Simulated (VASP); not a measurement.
A run of VASP 6.6.1 is set up as follows.

File INCAR:

```
SYSTEM = SrTiO3
  PREC = Accurate
  ENCUT = 520
  EDIFF = 1E-7
  ISMEAR = -1
  SIGMA = 0.05
  LREAL = .False.
  LASPH = .True.
  NELM = 60
  ALGO = Normal
  ISIF = 2
  LWAVE = .False.
  LCHARG = .True.
  GGA = CA
  LELF = .True.
  LVHAR = .True.
  NBANDS = 28
```

Contents of KPOINTS:

```
regular mesh
0
Gamma
  8 8 8
  0 0 0
```

POSCAR

```
SrTiO3
1.0
    3.8542043497      0.0000000000      0.0000000000
    0.0000000000      3.8542043497      0.0000000000
    0.0000000000      0.0000000000      3.8542043497
Sr Ti O
1 1 3
Direct
    0.5000000000      0.5000000000      0.5000000000
    0.0000000000      0.0000000000      0.0000000000
    0.5000000000      0.0000000000      0.0000000000
    0.0000000000      0.5000000000      0.0000000000
    0.0000000000      0.0000000000      0.5000000000
```

Potentials or basis: VASP PAW LDA potentials, release 64 (Sr_sv, Ti_sv, O).

The run is started by

```bash
$ cat potpaw_LDA.64/Sr_sv/POTCAR potpaw_LDA.64/Ti_sv/POTCAR potpaw_LDA.64/O/POTCAR > POTCAR
$ mpirun -np 1 vasp_std > vasp.out
```

Task: Predict the band gap on the k mesh.

Result: 1.82 eV, indirect (least direct gap 2.15 eV).

Task: What does it give for the pressure?

Result: 1.1 GPa.

A k mesh can miss the band edges.
